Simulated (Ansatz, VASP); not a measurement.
# NaH: VASP beside Ansatz

Contents of POSCAR:

```
NaH
1.0
    0.0000000000      2.4104331442      2.4104331442
    2.4104331442      0.0000000000      2.4104331442
    2.4104331442      2.4104331442      0.0000000000
Na H
1 1
Direct
    0.0000000000      0.0000000000      0.0000000000
    0.2500000000      0.2500000000      0.2500000000
```

Contents of INCAR.step1:

```
SYSTEM = NaH
ALGO     = Normal         ! electronic algorithm
EDIFF    = 1E-4           ! SCF threshold, eV
ENCUT    = 520            ! plane-wave cutoff, eV
GGA      = PE             ! functional
ISMEAR   = -1             ! smearing method
LASPH    = .True.         ! aspherical terms in the spheres
LCHARG   = .False.        ! write CHGCAR
LREAL    = .False.        ! projectors in reciprocal space
LWAVE    = .True.         ! write WAVECAR
NBANDS   = 11             ! bands
NELM     = 60             ! most SCF steps
PREC     = Accurate       ! precision mode
SIGMA    = 0.1            ! smearing width, eV
```

INCAR.step2

```
SYSTEM = NaH
ALGO     = Normal         ! electronic algorithm
EDIFF    = 1E-7           ! SCF threshold, eV
ENCUT    = 520            ! plane-wave cutoff, eV
ISIF     = 2              ! what is computed and relaxed
ISMEAR   = -1             ! smearing method
ISTART   = 1            
LASPH    = .True.         ! aspherical terms in the spheres
LCHARG   = .True.         ! write CHGCAR
LELF     = .True.         ! ELF
LMIXTAU  = .True.       
LREAL    = .False.        ! projectors in reciprocal space
LVHAR    = .True.       
LWAVE    = .False.        ! write WAVECAR
METAGGA  = R2SCAN         ! meta-GGA
NBANDS   = 11             ! bands
NELM     = 60             ! most SCF steps
PREC     = Accurate       ! precision mode
SIGMA    = 0.1            ! smearing width, eV
```

File KPOINTS:

```
k-points
0
Gamma
  16 16 16
  0 0 0
```

Input for Ansatz:

```yaml
crystal:
  lattice:
    - [0.0, 2.4104331442, 2.4104331442]
    - [2.4104331442, 0.0, 2.4104331442]
    - [2.4104331442, 2.4104331442, 0.0]
  atoms:
    - { symbol: Na, position: [0.0, 0.0, 0.0] }
    - { symbol: H, position: [0.25, 0.25, 0.25] }
kpoints:
  mp_grid: { grid: [16, 16, 16] }
scf:
  occupations: { method: fermi_dirac, width: 0.1 }
hamiltonian:
  xc: r2scan
  pseudopotentials: { kind: paw }
output:
  forces: true
  stress: true
  eigenvalues: true
  populations: true
```

Change from the starting cell: volume scaled by 0.8, PAW files.

Alike in both runs: task single point; functional r2SCAN; k mesh 16 × 16 × 16; occupations fermi-dirac, width 0.1 eV; no spin polarisation.

|  | VASP | Ansatz |
| --- | --- | --- |
| version | VASP 6.6.1 | Ansatz 0.2.0 |
| potentials or method | VASP PAW PBE potentials, release 64 (Na_pv, H) | PAW with Ansatz's default frozen-core files, scalar-relativistic |
| plane-wave cutoff (eV) | 520 | 500 |
| valence electrons in the cell | 8 | 10 |

```tsv
	VASP	Ansatz	Ansatz less VASP
gap on the k mesh at the Fermi level (eV)	4.24	4.24	-0.001
pressure (GPa)	6.0	6.1	+0.07
```

VASP's potentials were made for PBE, not for r2SCAN. VASP's potentials hold 8 valence electrons a cell and Ansatz's 10, so a difference there can come from the potentials and not from the codes.
